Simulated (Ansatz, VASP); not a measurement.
## Si in VASP and in Ansatz

The input POSCAR:

```
Si
1.0
    0.0000000000      2.7227277380      2.7227277380
    2.7227277380      0.0000000000      2.7227277380
    2.7227277380      2.7227277380      0.0000000000
Si
2
Direct
    0.5000000000      0.5000000000      0.5000000000
    0.7500000000      0.7500000000      0.7500000000
```

Contents of INCAR.step1:

```
PREC = Accurate ; ENCUT = 520
ISMEAR = 1 ; SIGMA = 0.2
LREAL = F ; LASPH = T
NELM = 100 ; NBANDS = 11
GGA = PE ; ALGO = Normal
EDIFF = 1E-4 ; LWAVE = T
LCHARG = F
```

Contents of INCAR.step2:

```
PREC = Accurate ; ENCUT = 520
EDIFF = 1E-6 ; ISMEAR = 1
SIGMA = 0.2 ; LREAL = F
LASPH = T ; NELM = 100
ALGO = Normal ; ISIF = 2
LWAVE = F ; LCHARG = F
METAGGA = R2SCAN ; LMIXTAU = T
NBANDS = 11 ; ISTART = 1
```

Contents of KPOINTS:

```
Automatic mesh
0
Gamma
  10 10 10
```

Input for Ansatz:

```yaml
crystal:
  lattice:
    - [0.0, 2.722727738, 2.722727738]
    - [2.722727738, 0.0, 2.722727738]
    - [2.722727738, 2.722727738, 0.0]
  atoms:
    - { symbol: Si, position: [0.5, 0.5, 0.5] }
    - { symbol: Si, position: [0.75, 0.75, 0.75] }
hamiltonian:
  xc: r2scan
  pseudopotentials:
    kind: paw
    azcp:
      Si: "pseudopotentials/Si.paw.azcp"
basis:
  ecutwfc: 500
  fft_grid_basis: typed
kpoints:
  mp_grid: { grid: [10, 10, 10], shift: [0, 0, 0] }
magnetization:
  spin_polarized: false
scf:
  occupations: { method: methfessel_paxton, width: 0.2 }
  lower_state_search: "off"
output:
  stress: true
  write_density: true
  write_potential: true
  elf: true
  volumetric_format: npy
```

Alike in both runs: task single point; functional r2SCAN; k mesh 10 × 10 × 10; occupations methfessel-paxton of order 1, width 0.2 eV; no spin polarisation.

|  | VASP | Ansatz |
| --- | --- | --- |
| version | VASP 6.6.1 | Ansatz 0.2.0 |
| potentials or method | VASP PAW PBE potentials, release 64 (Si), cutoff 520 eV | plane waves (500 eV) with PAW, scalar-relativistic |
| valence electrons in the cell | 8 | 8 |

|  | VASP | Ansatz | Ansatz less VASP |
| --- | --- | --- | --- |
| pressure (GPa) | -0.3 | -0.1 | +0.24 |

VASP's potentials were made for PBE, not for r2SCAN.
